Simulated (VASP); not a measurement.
The system is Rb4ErP.

```
Rb Er P
1.0
     0.00000    4.98774    4.98774
     4.98774    0.00000    4.98774
     4.98774    4.98774    0.00000
Rb Er P
4 1 1
Direct
  0.87511 0.37466 0.87511
  0.87511 0.87511 0.87511
  0.37466 0.87511 0.87511
  0.87511 0.87511 0.37466
  0.25000 0.25000 0.25000
  0.50000 0.50000 0.50000
```

The cell was generated, and may not be a known phase.

```yaml
Program: VASP 6.6.1
Task: relaxation of cell and atoms
Functional: PBE
Potentials_or_basis: VASP PAW PBE potentials, release 64 (Rb_sv, Er_3, P), 4f in core
Cutoff: 500 eV
k_mesh: 8 × 8 × 8
Occupations: gaussian, width 0.1 eV
Spin: no spin polarisation
```

At the start: pressure 1.7 GPa; volume 41.36 Å³/atom.

How do energy, volume and symmetry change on relaxing?

Over 7 steps the energy falls by 40.6 meV/atom and the volume is 48.55 Å³/atom (+17.4 %); space group F-43m (No. 216, to 0.1 Å) before and after.

Step by step:
```tsv
step	energy change (eV)	largest force (eV/Å)	pressure (GPa)	volume (Å³)
1	0.0000	0.4035	1.66	248.16
2	-0.1511	0.2567	0.92	263.88
3	-0.2321	0.0593	-0.27	303.12
4	-0.2432	0.0108	-0.04	293.25
5	-0.2433	0.0194	-0.01	292.07
6	-0.2434	0.0136	-0.01	291.85
7	-0.2435	0.0008	0.00	291.31
```

Final structure:
```cif
data_structure
_symmetry_space_group_name_H-M 'P 1'
_symmetry_Int_Tables_number 1
_cell_length_a 7.4409
_cell_length_b 7.4409
_cell_length_c 7.4409
_cell_angle_alpha 60.000
_cell_angle_beta 60.000
_cell_angle_gamma 60.000
_cell_volume 291.31
loop_
_atom_site_label
_atom_site_type_symbol
_atom_site_fract_x
_atom_site_fract_y
_atom_site_fract_z
_atom_site_occupancy
Rb1 Rb 0.87184 0.38447 0.87184 1
Rb2 Rb 0.87184 0.87184 0.87184 1
Rb3 Rb 0.38447 0.87184 0.87184 1
Rb4 Rb 0.87184 0.87184 0.38447 1
Er1 Er 0.25000 0.25000 0.25000 1
P1 P 0.50000 0.50000 0.50000 1
```

Caveat: the volume moved by over 15 % at a fixed basis, so the end points are rough.
